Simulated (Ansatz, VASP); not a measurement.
## CdInS2 in VASP and in Ansatz

File INCAR:

```
  PREC = Accurate
  ENCUT = 520
  EDIFF = 1E-6
  ISMEAR = 0
  SIGMA = 0.15
  LREAL = False
  LASPH = True
  NELM = 60
  ALGO = Normal
  ISIF = 2
  LWAVE = False
  LCHARG = False
  GGA = PE
  NBANDS = 26
```

File KPOINTS:

```
regular mesh
0
Gamma
  12 12 6
```

The input POSCAR:

```
CdInS2
1.0
    3.7498442659      0.0000000000      0.0000000000
   -1.8749221329      3.2474603945      0.0000000000
    0.0000000000      0.0000000000      7.2578235766
Cd In S
1 1 2
Direct
    0.0000000000      0.0000000000      0.0000000000
    0.0000000000      0.0000000000      0.5000000000
    0.6666666667      0.3333333333      0.7211797945
    0.3333333333      0.6666666667      0.2788202055
```

Input for Ansatz:

```yaml
crystal:
  lattice:
    - [3.7498442659, 0.0, 0.0]
    - [-1.8749221329, 3.2474603945, 0.0]
    - [0.0, 0.0, 7.2578235766]
  atoms:
    - { symbol: Cd, position: [0.0, 0.0, 0.0] }
    - { symbol: In, position: [0.0, 0.0, 0.5] }
    - { symbol: S, position: [0.6666666667, 0.3333333333, 0.7211797945] }
    - { symbol: S, position: [0.3333333333, 0.6666666667, 0.2788202055] }
basis:
  ecutwfc: 420
kpoints:
  mp_grid: { grid: [12, 12, 6] }
hamiltonian:
  xc: pbe
scf:
  occupations: { method: gaussian, width: 0.15 }
output:
  forces: true
  stress: true
  eigenvalues: true
```

Alike in both runs: task single point; functional PBE; k mesh 12 × 12 × 6; occupations gaussian, width 0.15 eV; no spin polarisation.

|  | VASP | Ansatz |
| --- | --- | --- |
| version | VASP 6.6.1 | Ansatz 0.2.0 |
| potentials or method | VASP PAW PBE potentials, release 64 (Cd, In_d, S), cutoff 520 eV | scalar-relativistic, plane waves, PAW |
| valence electrons in the cell | 37 | 45 |

Ansatz gave:

* gap on the k mesh at the Fermi level (eV): none
* pressure (GPa): 0.4
* traceless stress, the component that is largest in VASP (GPa): -3.92
* rms of the force components (eV/Å): 0.192

Problem. Estimate VASP's values.

Solution. gap on the k mesh at the Fermi level (eV): none; pressure (GPa): 0.5; traceless stress, the component that is largest in VASP (GPa): -3.87; rms of the force components (eV/Å): 0.184.

Atom by atom the forces differ by 0.008 eV/Å (rms over components). A gap of «none» marks a metal or a gap that the smearing closes. VASP's potentials hold 37 valence electrons a cell and Ansatz's 45, so a difference there can come from the potentials and not from the codes.
